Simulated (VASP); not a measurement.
# Be2C3 (R-3c) in VASP: single point with PBE

Aim: the single point of Be2C3 with PBE.

Program: VASP 6.6.1. These are calculated values, not measurements. Logs are shortened: lines on timing, memory, paths and dates and some standing lists are left out, and cuts for length are marked.

## 1. The cell of the first run

Symmetry: R-3c, No. 167, trigonal system. The conventional cell has a = 5.093 Å, b = 5.093 Å, c = 9.838 Å, α = 90.00°, β = 90.00°, γ = 120.00°. Be (site symmetry 3) has 6 C at 1.82 to 1.95 Å and 1 Be at 2.14 Å within 2.4 Å. Within 2.4 Å of C (site symmetry 2) lie 4 Be at 1.82 to 1.95 Å and 6 C at 2.31 to 2.39 Å.

## 2. Single point, PBE

INCAR reads:

```
SYSTEM = Be2C3
PREC = Accurate
ENCUT = 520
EDIFF = 1E-6
ISMEAR = 0
SIGMA = 0.1
LREAL = .FALSE.
LASPH = .TRUE.
NELM = 80
ALGO = Normal
ISIF = 2
LWAVE = .FALSE.
LCHARG = .FALSE.
GGA = PE
NBANDS = 27
```

KPOINTS reads:

```
regular mesh
0
G
  12 12 12
  0 0 0
```

POSCAR reads:

```
Be2C3
1.0
    2.5463448447      1.4701328815      3.2792029474
   -2.5463448447      1.4701328815      3.2792029474
    0.0000000000     -2.9402657631      3.2792029474
Be C
4 6
Direct
    0.8588508901      0.8588508901      0.8588508901
    0.6411491099      0.6411491099      0.6411491099
    0.1411491099      0.1411491099      0.1411491099
    0.3588508901      0.3588508901      0.3588508901
    0.0694393798      0.4305606202      0.7500000000
    0.7500000000      0.0694393798      0.4305606202
    0.4305606202      0.7500000000      0.0694393798
    0.9305606202      0.5694393798      0.2500000000
    0.2500000000      0.9305606202      0.5694393798
    0.5694393798      0.2500000000      0.9305606202
```

Potentials or basis: VASP PAW PBE potentials, release 64 (Be, C).

Started as:

```console
$ cat potpaw_PBE.64/Be/POTCAR potpaw_PBE.64/C/POTCAR > POTCAR
$ mpirun -np 1 vasp_std > vasp.out
```

OUTCAR:

```text
SYSTEM = Be2C3
   PREC = Accurate
   ENCUT = 520
   EDIFF = 1E-6
   ISMEAR = 0
   LREAL = .FALSE.
   LASPH = .TRUE.
   NELM = 80
   ISIF = 2
   GGA = PE

 ion  position               nearest neighbor table
   1  0.859  0.859  0.859-   9 1.82  10 1.82   8 1.82   7 1.95   5 1.95   6 1.95   2 2.14
   2  0.641  0.641  0.641-  10 1.82   9 1.82   8 1.82   6 1.95   5 1.95   7 1.95   1 2.14
   3  0.141  0.141  0.141-   6 1.82   7 1.82   5 1.82  10 1.95   8 1.95   9 1.95   4 2.14
   4  0.359  0.359  0.359-   7 1.82   6 1.82   5 1.82   9 1.95   8 1.95  10 1.95   3 2.14
   5  0.069  0.431  0.750-   3 1.82   4 1.82   1 1.95   2 1.95
   6  0.750  0.069  0.431-   3 1.82   4 1.82   2 1.95   1 1.95
   7  0.431  0.750  0.069-   4 1.82   3 1.82   1 1.95   2 1.95
   8  0.931  0.569  0.250-   1 1.82   2 1.82   3 1.95   4 1.95
   9  0.250  0.931  0.569-   1 1.82   2 1.82   4 1.95   3 1.95
  10  0.569  0.250  0.931-   2 1.82   1 1.82   3 1.95   4 1.95

  LATTYP: Found a trigonal (rhomboedric) cell.
 ALAT       =     4.4043540647
 COS(alpha) =     0.3315021976

  Lattice vectors:

 A1 = (   2.5463448447,   1.4701328815,   3.2792029474)
 A2 = (  -2.5463448447,   1.4701328815,   3.2792029474)
 A3 = (   0.0000000000,  -2.9402657631,   3.2792029474)

Analysis of symmetry for initial positions (statically):
=====================================================================
 Subroutine PRICEL returns:
 Original cell was already a primitive cell.

 Routine SETGRP: Setting up the symmetry group for a
 trigonal (rhombohedral) supercell.

 Subroutine GETGRP returns: Found 12 space group operations
 (whereof  6 operations were pure point group operations)
 out of a pool of 12 trial point group operations.

The static configuration has the point symmetry S_6 .
 The point group associated with its full space group is D_3d.

Analysis of symmetry for dynamics (positions and initial velocities):
=====================================================================
 Subroutine PRICEL returns:
 Original cell was already a primitive cell.

 Routine SETGRP: Setting up the symmetry group for a
 trigonal (rhombohedral) supercell.

 Subroutine GETGRP returns: Found 12 space group operations
 (whereof  6 operations were pure point group operations)
 out of a pool of 12 trial point group operations.

The dynamic configuration has the point symmetry S_6 .
 The point group associated with its full space group is D_3d.

 Subroutine INISYM returns: Found 12 space group operations
 (whereof  6 operations are pure point group operations),
 and found     1 'primitive' translations

----------------------------------------------------------------------------------------

                                     Primitive cell

  volume of cell :      73.6535

  direct lattice vectors                    reciprocal lattice vectors
     2.546344845  1.470132882  3.279202947     0.196359893  0.113368437  0.101650718
    -2.546344845  1.470132882  3.279202947    -0.196359893  0.113368437  0.101650718
     0.000000000 -2.940265763  3.279202947     0.000000000 -0.226736874  0.101650718

  length of vectors
     4.404354065  4.404354065  4.404354065     0.248480338  0.248480338  0.248480338

  position of ions in fractional coordinates (direct lattice)
     0.858850890  0.858850890  0.858850890
     0.641149110  0.641149110  0.641149110
     0.141149110  0.141149110  0.141149110
     0.358850890  0.358850890  0.358850890
     0.069439380  0.430560620  0.750000000
     0.750000000  0.069439380  0.430560620
     0.430560620  0.750000000  0.069439380
     0.930560620  0.569439380  0.250000000
     0.250000000  0.930560620  0.569439380
     0.569439380  0.250000000  0.930560620

  ion indices of the primitive-cell ions
   primitive index   ion index
                 1           1
                 2           2
                 3           3
                 4           4
                 5           5
                 6           6
                 7           7
                 8           8
                 9           9
                10          10

----------------------------------------------------------------------------------------

 KPOINTS: regular mesh

Automatic generation of k-mesh.
 Grid dimensions read from file:
 generate k-points for:   12   12   12

 Generating k-lattice:

  Cartesian coordinates                     Fractional coordinates (reciprocal lattice)
     0.016363324  0.009447370  0.008470893     0.083333333 -0.000000000  0.000000000
    -0.016363324  0.009447370  0.008470893    -0.000000000  0.083333333  0.000000000
     0.000000000 -0.018894739  0.008470893     0.000000000  0.000000000  0.083333333

  Length of vectors
     0.020706695  0.020706695  0.020706695

  Shift w.r.t. Gamma in fractional coordinates (k-lattice)
     0.000000000  0.000000000  0.000000000

 Subroutine IBZKPT returns following result:
 ===========================================

 Found    189 irreducible k-points:

 Following reciprocal coordinates:
            Coordinates               Weight
  0.000000  0.000000  0.000000      1.000000
  0.083333  0.000000 -0.000000      6.000000
  0.166667  0.000000 -0.000000      6.000000
  0.250000 -0.000000 -0.000000      6.000000
  0.333333  0.000000 -0.000000      6.000000
  0.416667  0.000000 -0.000000      6.000000
[... 16 lines left out ...]
  0.500000  0.166667 -0.000000     12.000000
 -0.416667  0.166667  0.000000     12.000000
 [... further k-points ...]
   k-points           NKPTS =    189   k-points in BZ     NKDIM =    189   number of bands    NBANDS=     27
   number of dos      NEDOS =    301   number of ions     NIONS =     10
   total plane-waves  NPLWV =  46656
   dimension x,y,z NGX =    36 NGY =   36 NGZ =   36
   dimension x,y,z NGXF=    72 NGYF=   72 NGZF=   72
   ions per type =               4   6
   NGX,Y,Z   is equivalent  to a cutoff of  13.59, 13.59, 13.59 a.u.
   NGXF,Y,Z  is equivalent  to a cutoff of  27.18, 27.18, 27.18 a.u.
 SYSTEM =  Be2C3
   PREC   = accura    normal or accurate (medium, high low for compatibility)
   ISTART =      0    job   : 0-new  1-cont  2-samecut
   ICHARG =      2    charge: 1-file 2-atom 10-const
   ISPIN  =      1    spin polarized calculation?
   LNONCOLLINEAR =      F non collinear calculations
   LSORBIT =      F    spin-orbit coupling
   LASPH  =      T    aspherical Exc in radial PAW
   ENCUT  =  520.0 eV  38.22 Ry    6.18 a.u.   8.19  8.19  8.19*2*pi/ulx,y,z
   NELM   =     80;   NELMIN=  2; NELMDL= -5     # of ELM steps
   EDIFF  = 0.1E-05   stopping-criterion for ELM
   LREAL  =      F    real-space projection
   EDIFFG = 0.1E-04   stopping-criterion for IOM
   NSW    =      0    number of steps for IOM
   IBRION =     -1    ionic relax: 0-MD 1-quasi-New 2-CG
   NFREE  =      0    steps in history (QN), initial steepest desc. (CG)
   ISIF   =      2    stress and relaxation
   ISYM   =      2    0-nonsym 1-usesym 2-fastsym
   POTIM  = 0.5000    time-step for ionic-motion
   TEBEG  =    0.0;   TEEND  =   0.0 temperature during run
   PSTRESS=    0.0 pullay stress
   NELECT =      32.0000    total number of electrons
   NUPDOWN=      -1.0000    fix difference up-down
   EMIN   =  10.00;   EMAX   =-10.00  energy-range for DOS
   EFERMI =   0.00;   METHOD = LEGACY
   ISMEAR =     0;   SIGMA  =   0.10  broadening in eV -4-tet -1-fermi 0-gaus
   EFERMI_NEDOS =   21; number of points for ismear=-14 and -15
   IALGO  =     38    algorithm
   IMIX   =      4    mixing-type and parameters
     AMIX     =   0.40;   BMIX     =  1.00
     AMIX_MAG =   1.60;   BMIX_MAG =  1.00
  volume/ion in A,a.u.               =       7.37        49.70
  Fermi-wavevector in a.u.,A,eV,Ry     =   1.239920  2.343109 20.917623  1.537402
  Thomas-Fermi vector in A             =   2.374383
   LORBIT       =      0    0 simple, 1 ext, 2 COOP (PROOUT), +10 PAW based schemes
   GGA     = PE    functional components
   LHFCALC =     F    Hartree Fock is set to
   AEXX    =    0.0000 exact exchange contribution
   IVDW    =     0    specifies the selected vdW correction
   LEPSILON=     F    determine dielectric tensor
   LRPA    =     F    only Hartree local field effects (RPA)
 non-spin polarized calculation
 Gauss-broadening in eV      SIGMA  =   0.10
  energy-cutoff  :      520.00
  volume of cell :       73.65
 maximum number of plane-waves:      2004
 NGX is ok and might be reduce to    36
   NGX = 17   NGY = 17   NGZ = 17

 number of electron      32.0000000 magnetization

 Free energy of the ion-electron system (eV)
  ---------------------------------------------------
  ext. energy  EPLUGINS =         0.00000000
  ---------------------------------------------------
  free energy    TOTEN  =       -51.65033862 eV

  energy without entropy =      -51.63443195  energy(sigma->0) =      -51.64238529

 E-fermi :   6.2508     XC(G=0): -11.7160

 val. band max:        6.2479311177   @ k =  -0.4167   0.3333   0.2500
 cond. band min:       6.2616612072   @ k =  -0.1667  -0.4167   0.0833
 fundamental gap:      0.0137300894
 Fermi energy:         6.2507639862

 k-point     1 :       0.0000    0.0000    0.0000
  band No.  band energies     occupation
      1      -9.2991      2.00000
      2      -4.0162      2.00000
      3      -4.0162      2.00000
      4      -3.0391      2.00000
      5      -3.0391      2.00000
      6      -0.8984      2.00000
[... 19 lines left out ...]
     26      17.2539      0.00000
     27      17.4367      0.00000

 k-point     2 :       0.0833    0.0000   -0.0000
  band No.  band energies     occupation
      1      -9.2519      2.00000
      2      -4.3398      2.00000
      3      -4.0366      2.00000
      4      -2.9475      2.00000
      5      -2.9301      2.00000
      6      -0.8838      2.00000
[... 652 lines left out ...]
 k-point    24 :      -0.4167    0.1667    0.0000
  band No.  band energies     occupation
      1      -7.7447      2.00000
      2      -7.1567      2.00000
      3      -4.7969      2.00000
      4      -3.3793      2.00000
      5      -2.3057      2.00000
      6      -1.2377      2.00000
[... 19 lines left out ...]
     26      15.5964      0.00000
     27      16.3845      0.00000

 [... further k-points ...]

------------------------ aborting loop because EDIFF is reached ----------------------------------------

  FORCE on cell =-STRESS in cart. coord.  units (eV):
  Direction    XX          YY          ZZ          XY          YZ          ZX
  --------------------------------------------------------------------------------------
  -------------------------------------------------------------------------------------
  Total        0.1083364      0.1083364      0.0506294      0.0000000     -0.0000000      0.0000000
  in kB        2.3566308      2.3566308      1.1013370      0.0000000     -0.0000000      0.0000000
  external PRESSURE =       1.9381995 kB  Pullay stress =       0.0000000 kB

 VOLUME and BASIS-vectors are now :
 -----------------------------------------------------------------------------
  energy-cutoff  :      520.00
  volume of cell :       73.65
      direct lattice vectors                 reciprocal lattice vectors
     2.546344845  1.470132882  3.279202947     0.196359893  0.113368437  0.101650718
    -2.546344845  1.470132882  3.279202947    -0.196359893  0.113368437  0.101650718
     0.000000000 -2.940265763  3.279202947     0.000000000 -0.226736874  0.101650718

 POSITION                                       TOTAL-FORCE (eV/Angst)
 -----------------------------------------------------------------------------------
      0.00000     -0.00000      8.44904        -0.000000      0.000000     -0.000216
      0.00000     -0.00000      6.30737        -0.000000     -0.000000      0.000216
      0.00000     -0.00000      1.38857        -0.000000     -0.000000      0.000216
      0.00000     -0.00000      3.53023        -0.000000      0.000000     -0.000216
     -0.91954     -1.47013      4.09900         0.000003     -0.000000     -0.000000
      1.73294     -0.06128      4.09900        -0.000002      0.000003      0.000000
     -0.81340      1.53141      4.09900        -0.000002     -0.000003      0.000000
      0.91954      1.47013      5.73861        -0.000003     -0.000000     -0.000000
     -1.73294      0.06128      5.73861         0.000002     -0.000003      0.000000
      0.81340     -1.53141      5.73861         0.000002      0.000003      0.000000
 -----------------------------------------------------------------------------------
    total drift:                               -0.000000      0.000000     -0.000000

  FREE ENERGIE OF THE ION-ELECTRON SYSTEM (eV)
  ---------------------------------------------------
  free  energy   TOTEN  =       -51.6503386181 eV

  energy  without entropy=      -51.6344319522  energy(sigma->0) =      -51.64238529
```

Run time: 3.6 min. Hardware: 1 thread of Intel Xeon Platinum 8259CL at 2.50GHz (Skylake/Cascade Lake), shared host; peak memory 0.39 GiB.

What came out:

* Free energy: -51.6503 eV
* Pressure: 0.2 GPa
* Band gap on the k mesh: zero (bands 16 and 17 overlap by 1.86 eV)

Stress tensor (GPa, compression positive):
```
0.24 0.00 0.00
0.00 0.24 0.00
0.00 0.00 0.11
```

Levels at points of the mesh, in eV from the Fermi level:
| k point | band 14 | band 15 | band 16 | band 17 | band 18 | band 19 |
| --- | --- | --- | --- | --- | --- | --- |
| (0.00, 0.00, 0.00) | -3.65 | -1.27 | -0.15 | -0.15 | 0.92 | 0.92 |
| (0.50, 0.00, 0.00) | -1.29 | -0.17 | -0.17 | 0.63 | 0.63 | 1.34 |
| (0.50, 0.50, 0.00) | -1.54 | -1.03 | -0.91 | -0.63 | 0.99 | 1.25 |
| (0.50, 0.50, 0.50) | -0.75 | 0.92 | 0.92 | 0.92 | 0.92 | 2.39 |
